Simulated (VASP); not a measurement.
# NbAs (I4_1md) in VASP: further runs

Runs on NbAs. Level: PBEsol. Tasks: single point.

Everything below comes from runs of VASP 6.6.1. Logs are shortened: lines on timing, memory, paths and dates and some standing lists are left out, and cuts for length are marked.

## Step 1: The cell of the first run

The structure is tetragonal, space group I4_1md (No. 109). The conventional cell has a = 3.393 Å, b = 3.393 Å, c = 11.317 Å, α = 90.00°, β = 90.00°, γ = 90.00°. Nb (site symmetry 2mm) has 6 As at 2.56 to 2.57 Å and 8 Nb at 3.30 to 3.39 Å within 3.4 Å. Within 3.4 Å of As (site symmetry 2mm) lie 6 Nb at 2.56 to 2.57 Å and 8 As at 3.30 to 3.39 Å.

## Step 2: Single point, PBEsol

File INCAR:

```
ALGO     = Normal         # electronic algorithm
EDIFF    = 1E-7           # SCF threshold, eV
ENCUT    = 520            # plane-wave cutoff, eV
GGA      = PS             # functional
ISIF     = 2              # what is computed and relaxed
ISMEAR   = -1             # smearing method
LASPH    = True           # aspherical terms in the spheres
LCHARG   = False          # write CHGCAR
LREAL    = False          # projectors in reciprocal space
LWAVE    = False          # write WAVECAR
NBANDS   = 26             # bands
NELM     = 80             # most SCF steps
PREC     = Accurate       # precision mode
SIGMA    = 0.05           # smearing width, eV
```

File KPOINTS:

```
k-points
0
Gamma
  11 11 11
```

File POSCAR:

```
NbAs
1.0
   -1.6966598774      1.6966598774      5.6587174890
    1.6966598774     -1.6966598774      5.6587174890
    1.6966598774      1.6966598774     -5.6587174890
Nb As
2 2
Direct
    0.4982829353     -0.0017170647      0.5000000000
    0.7482829353      0.7482829353      0.0000000000
    0.9177170647      0.4177170647      0.5000000000
    0.1677170647      0.1677170647      0.0000000000
```

Potentials or basis: VASP PAW PBE potentials, release 64 (Nb_sv, As).

Command:

```console
> cat potpaw_PBE.64/Nb_sv/POTCAR potpaw_PBE.64/As/POTCAR > POTCAR
> mpirun -np 1 vasp_std > vasp.out
```

OUTCAR:

```text
EDIFF = 1E-7
   ENCUT = 520
   GGA = PS
   ISIF = 2
   ISMEAR = -1
   LASPH = True
   LREAL = False
   NELM = 80
   PREC = Accurate

 ion  position               nearest neighbor table
   1  0.498  0.998  0.500-   4 2.56   4 2.56   3 2.57   3 2.57   3 2.57   3 2.57
   2  0.748  0.748  0.000-   3 2.56   3 2.56   4 2.57   4 2.57   4 2.57   4 2.57
   3  0.918  0.418  0.500-   2 2.56   2 2.56   1 2.57   1 2.57   1 2.57   1 2.57
   4  0.168  0.168  0.000-   1 2.56   1 2.56   2 2.57   2 2.57   2 2.57   2 2.57

  LATTYP: Found a body centered tetragonal cell.
 ALAT       =     3.3933197548
 C/A-ratio  =     3.3352102943

  Lattice vectors:

 A1 = (  -1.6966598774,   1.6966598774,   5.6587174890)
 A2 = (   1.6966598774,  -1.6966598774,   5.6587174890)
 A3 = (   1.6966598774,   1.6966598774,  -5.6587174890)

Analysis of symmetry for initial positions (statically):
=====================================================================
 Subroutine PRICEL returns:
 Original cell was already a primitive cell.

 Routine SETGRP: Setting up the symmetry group for a
 body centered tetragonal supercell.

 Subroutine GETGRP returns: Found  8 space group operations
 (whereof  4 operations were pure point group operations)
 out of a pool of 16 trial point group operations.

The static configuration has the point symmetry C_2v.
 The point group associated with its full space group is C_4v.

Analysis of symmetry for dynamics (positions and initial velocities):
=====================================================================
 Subroutine PRICEL returns:
 Original cell was already a primitive cell.

 Routine SETGRP: Setting up the symmetry group for a
 body centered tetragonal supercell.

 Subroutine GETGRP returns: Found  8 space group operations
 (whereof  4 operations were pure point group operations)
 out of a pool of 16 trial point group operations.

The dynamic configuration has the point symmetry C_2v.
 The point group associated with its full space group is C_4v.

 Subroutine INISYM returns: Found  8 space group operations
 (whereof  4 operations are pure point group operations),
 and found     1 'primitive' translations

----------------------------------------------------------------------------------------

                                     Primitive cell

  volume of cell :      65.1580

  direct lattice vectors                    reciprocal lattice vectors
    -1.696659877  1.696659877  5.658717489     0.000000000  0.294696661  0.088359244
     1.696659877 -1.696659877  5.658717489     0.294696661  0.000000000  0.088359244
     1.696659877  1.696659877 -5.658717489     0.294696661  0.294696661  0.000000000

  length of vectors
     6.146413027  6.146413027  6.146413027     0.307658053  0.307658053  0.416764014

  position of ions in fractional coordinates (direct lattice)
     0.498282935  0.998282935  0.500000000
     0.748282935  0.748282935  0.000000000
     0.917717065  0.417717065  0.500000000
     0.167717065  0.167717065  0.000000000

  ion indices of the primitive-cell ions
   primitive index   ion index
                 1           1
                 2           2
                 3           3
                 4           4

----------------------------------------------------------------------------------------

 KPOINTS: k-points

Automatic generation of k-mesh.
 Grid dimensions read from file:
 generate k-points for:   11   11   11

 Generating k-lattice:

  Cartesian coordinates                     Fractional coordinates (reciprocal lattice)
     0.000000000  0.026790606  0.008032659     0.090909091  0.000000000  0.000000000
     0.026790606  0.000000000  0.008032659     0.000000000  0.090909091  0.000000000
     0.026790606  0.026790606  0.000000000     0.000000000  0.000000000  0.090909091

  Length of vectors
     0.027968914  0.027968914  0.037887638

  Shift w.r.t. Gamma in fractional coordinates (k-lattice)
     0.000000000  0.000000000  0.000000000

 Subroutine IBZKPT returns following result:
 ===========================================

 Found    126 irreducible k-points:

 Following reciprocal coordinates:
            Coordinates               Weight
  0.000000  0.000000  0.000000      1.000000
  0.090909  0.000000 -0.000000      8.000000
  0.181818  0.000000  0.000000      8.000000
  0.272727  0.000000  0.000000      8.000000
  0.363636 -0.000000  0.000000      8.000000
  0.454545  0.000000 -0.000000      8.000000
[... 16 lines left out ...]
 -0.272727  0.181818 -0.000000     16.000000
 -0.181818  0.181818  0.000000      4.000000
 [... further k-points ...]
   k-points           NKPTS =    126   k-points in BZ     NKDIM =    126   number of bands    NBANDS=     26
   number of dos      NEDOS =    301   number of ions     NIONS =      4
   total plane-waves  NPLWV = 110592
   dimension x,y,z NGX =    48 NGY =   48 NGZ =   48
   dimension x,y,z NGXF=    96 NGYF=   96 NGZF=   96
   ions per type =               2   2
   NGX,Y,Z   is equivalent  to a cutoff of  12.98, 12.98, 12.98 a.u.
   NGXF,Y,Z  is equivalent  to a cutoff of  25.97, 25.97, 25.97 a.u.
 SYSTEM =  unknown system
   PREC   = accura    normal or accurate (medium, high low for compatibility)
   ISTART =      0    job   : 0-new  1-cont  2-samecut
   ICHARG =      2    charge: 1-file 2-atom 10-const
   ISPIN  =      1    spin polarized calculation?
   LNONCOLLINEAR =      F non collinear calculations
   LSORBIT =      F    spin-orbit coupling
   LASPH  =      T    aspherical Exc in radial PAW
   ENCUT  =  520.0 eV  38.22 Ry    6.18 a.u.  11.43 11.43 11.43*2*pi/ulx,y,z
   NELM   =     80;   NELMIN=  2; NELMDL= -5     # of ELM steps
   EDIFF  = 0.1E-06   stopping-criterion for ELM
   LREAL  =      F    real-space projection
   EDIFFG = 0.1E-05   stopping-criterion for IOM
   NSW    =      0    number of steps for IOM
   IBRION =     -1    ionic relax: 0-MD 1-quasi-New 2-CG
   NFREE  =      0    steps in history (QN), initial steepest desc. (CG)
   ISIF   =      2    stress and relaxation
   ISYM   =      2    0-nonsym 1-usesym 2-fastsym
   POTIM  = 0.5000    time-step for ionic-motion
   TEBEG  =    0.0;   TEEND  =   0.0 temperature during run
   PSTRESS=    0.0 pullay stress
   NELECT =      36.0000    total number of electrons
   NUPDOWN=      -1.0000    fix difference up-down
   EMIN   =  10.00;   EMAX   =-10.00  energy-range for DOS
   EFERMI =   0.00;   METHOD = LEGACY
   ISMEAR =    -1;   SIGMA  =   0.05  broadening in eV -4-tet -1-fermi 0-gaus
   EFERMI_NEDOS =   21; number of points for ismear=-14 and -15
   IALGO  =     38    algorithm
   IMIX   =      4    mixing-type and parameters
     AMIX     =   0.40;   BMIX     =  1.00
     AMIX_MAG =   1.60;   BMIX_MAG =  1.00
  volume/ion in A,a.u.               =      16.29       109.93
  Fermi-wavevector in a.u.,A,eV,Ry     =   1.343342  2.538548 24.552621  1.804567
  Thomas-Fermi vector in A             =   2.471423
   LORBIT       =      0    0 simple, 1 ext, 2 COOP (PROOUT), +10 PAW based schemes
   GGA     = PS    functional components
   LHFCALC =     F    Hartree Fock is set to
   AEXX    =    0.0000 exact exchange contribution
   IVDW    =     0    specifies the selected vdW correction
   LEPSILON=     F    determine dielectric tensor
   LRPA    =     F    only Hartree local field effects (RPA)
 non-spin polarized calculation
  energy-cutoff  :      520.00
  volume of cell :       65.16
 maximum number of plane-waves:      1777
 NGX is ok and might be reduce to    48
   NGX = 23   NGY = 23   NGZ = 23

 number of electron      35.9999999 magnetization

 Free energy of the ion-electron system (eV)
  ---------------------------------------------------
  ext. energy  EPLUGINS =         0.00000000
  ---------------------------------------------------
  free energy    TOTEN  =       -35.01624923 eV

  energy without entropy =      -35.01053129  energy(sigma->0) =      -35.01339026

 E-fermi :  10.3621     XC(G=0): -12.2880

 val. band max:       10.3147402460   @ k =  -0.0909   0.3636   0.0909
 cond. band min:      10.3727306162   @ k =  -0.1818   0.2727   0.1818
 fundamental gap:      0.0579903702
 Fermi energy:        10.3620574817

 k-point     1 :       0.0000    0.0000    0.0000
  band No.  band energies     occupation
      1     -44.5019      2.00000
      2     -44.4594      2.00000
      3     -20.8327      2.00000
      4     -20.6716      2.00000
      5     -20.6716      2.00000
      6     -20.4975      2.00000
[... 18 lines left out ...]
     25      14.5511      0.00000
     26      14.5511      0.00000

 k-point     2 :       0.0909    0.0000   -0.0000
  band No.  band energies     occupation
      1     -44.5000      2.00000
      2     -44.4588      2.00000
      3     -20.8253      2.00000
      4     -20.6924      2.00000
      5     -20.6696      2.00000
      6     -20.5179      2.00000
[... 18 lines left out ...]
     25      14.8075      0.00000
     26      14.9275      0.00000

 k-point     3 :       0.1818    0.0000    0.0000
  band No.  band energies     occupation
      1     -44.4948      2.00000
      2     -44.4573      2.00000
      3     -20.8123      2.00000
      4     -20.7402      2.00000
      5     -20.6644      2.00000
      6     -20.5695      2.00000
[... 18 lines left out ...]
     25      15.1420      0.00000
     26      15.7833      0.00000

 k-point     4 :       0.2727    0.0000    0.0000
  band No.  band energies     occupation
      1     -44.4876      2.00000
      2     -44.4557      2.00000
      3     -20.8494      2.00000
      4     -20.7490      2.00000
      5     -20.6574      2.00000
      6     -20.6295      2.00000
[... 18 lines left out ...]
     25      15.2461      0.00000
     26      16.6335      0.00000
[... 496 lines left out ...]
      1     -44.4758      2.00000
      2     -44.4503      2.00000
      3     -20.8987      2.00000
      4     -20.7504      2.00000
      5     -20.7049      2.00000
      6     -20.6564      2.00000
[... 18 lines left out ...]
     25      15.0506      0.00000
     26      16.8572      0.00000

 k-point    23 :      -0.2727    0.1818   -0.0000
  band No.  band energies     occupation
      1     -44.4827      2.00000
      2     -44.4515      2.00000
      3     -20.8362      2.00000
      4     -20.7616      2.00000
      5     -20.7069      2.00000
      6     -20.6239      2.00000
[... 18 lines left out ...]
     25      15.0184      0.00000
     26      16.4160      0.00000

 k-point    24 :      -0.1818    0.1818    0.0000
  band No.  band energies     occupation
      1     -44.4892      2.00000
      2     -44.4537      2.00000
      3     -20.8031      2.00000
      4     -20.7493      2.00000
      5     -20.7136      2.00000
      6     -20.5691      2.00000
[... 18 lines left out ...]
     25      14.4973      0.00000
     26      16.0336      0.00000

 [... further k-points ...]
[... 5 lines left out ...]
  --------------------------------------------------------------------------------------
  -------------------------------------------------------------------------------------
  Total        4.1812456      4.1812456      4.1248407      0.0000000      0.0000000      0.0000000
  in kB      102.8131528    102.8131528    101.4262064      0.0000000      0.0000000      0.0000000
  external PRESSURE =     102.3508373 kB  Pullay stress =       0.0000000 kB

 VOLUME and BASIS-vectors are now :
 -----------------------------------------------------------------------------
  energy-cutoff  :      520.00
  volume of cell :       65.16
      direct lattice vectors                 reciprocal lattice vectors
    -1.696659877  1.696659877  5.658717489     0.000000000  0.294696661  0.088359244
     1.696659877 -1.696659877  5.658717489     0.294696661  0.000000000  0.088359244
     1.696659877  1.696659877 -5.658717489     0.294696661  0.294696661  0.000000000

 POSITION                                       TOTAL-FORCE (eV/Angst)
 -----------------------------------------------------------------------------------
      1.69666     -0.00000      5.63928        -0.000000      0.000000      0.000513
      0.00000      0.00000      8.46864         0.000000     -0.000000      0.000513
      0.00000      1.69666      4.72749        -0.000000      0.000000     -0.000513
      0.00000      0.00000      1.89813         0.000000     -0.000000     -0.000513
 -----------------------------------------------------------------------------------
    total drift:                               -0.000000     -0.000000     -0.000118

  FREE ENERGIE OF THE ION-ELECTRON SYSTEM (eV)
  ---------------------------------------------------
  free  energy   TOTEN  =       -35.0162492290 eV

  energy  without entropy=      -35.0105312887  energy(sigma->0) =      -35.01339026
```

Wall time 6.3 min (1 thread of Intel Xeon Platinum 8488C (Sapphire Rapids), shared host); peak memory 0.45 GiB.

Results:

* Free energy: -35.0162 eV
* Pressure: 10.2 GPa
* Band gap on the k mesh: zero (filled and empty bands touch)

Levels at points of the mesh, in eV from the Fermi level:
```tsv
k point	band 16	band 17	band 18	band 19	band 20	band 21
(0.00, 0.00, 0.00)	-1.78	-1.44	-1.44	0.70	1.37	2.73
```

Caveat: the cell stands under pressure; the PAW data sets were made with another functional, which shifts forces and pressure a little.

## Step 3: Single point, PBEsol

This run uses another cell than the first one, of 15.05 Å³/atom.

File INCAR:

```
SYSTEM = NbAs
PREC = Accurate ; ENCUT = 520
EDIFF = 1E-6 ; ISMEAR = -1
SIGMA = 0.05 ; LREAL = .False.
LASPH = .True. ; NELM = 100
ALGO = Normal ; ISIF = 2
LWAVE = .False. ; LCHARG = .True.
GGA = PS ; LELF = .True.
LVHAR = .True. ; NBANDS = 26
```

File KPOINTS:

```
Automatic mesh
0
Gamma
  11 11 11
  0 0 0
```

File POSCAR:

```
NbAs
1.0
   -1.6629340884      1.6629340884      5.4427043551
    1.6629340884     -1.6629340884      5.4427043551
    1.6629340884      1.6629340884     -5.4427043551
Nb As
2 2
Direct
    0.4973918701     -0.0026081299      0.5000000000
    0.7473918701      0.7473918701      0.0000000000
    0.9186081299      0.4186081299      0.5000000000
    0.1686081299      0.1686081299      0.0000000000
```

Potentials or basis: VASP PAW PBE potentials, release 64 (Nb_sv, As).

Command:

```console
> cat potpaw_PBE.64/Nb_sv/POTCAR potpaw_PBE.64/As/POTCAR > POTCAR
> mpirun -np 1 vasp_std > vasp.out
```

Run time: 5.9 min. Hardware: 1 thread of Intel Xeon Platinum 8488C (Sapphire Rapids), shared host; peak memory 0.43 GiB.

Results (log left out):

- Free energy: -34.4061 eV
- Pressure: 30.4 GPa
- Largest force: 0.011 eV/Å
- Band gap on the k mesh: 0.02 eV (least direct gap 0.07 eV)

Forces in eV/Å, atoms in the order of the input:
```
Nb   0.000  0.000 -0.011
Nb   0.000  0.000 -0.011
As   0.000  0.000  0.011
As   0.000  0.000  0.011
```

Stress tensor (GPa, compression positive):
```
30.48  0.00  0.00
 0.00 30.48  0.00
 0.00  0.00 30.32
```

Levels at points of the mesh, in eV from the valence-band top:
```tsv
k point	band 16	band 17	band 18	band 19	band 20	band 21
(0.00, 0.00, 0.00)	-1.86	-1.51	-1.51	0.67	1.49	3.11
```

Caveat: the cell stands under pressure; the PAW data sets were made with another functional, which shifts forces and pressure a little; an odd mesh through Γ misses points on the zone boundary, where band edges can lie.
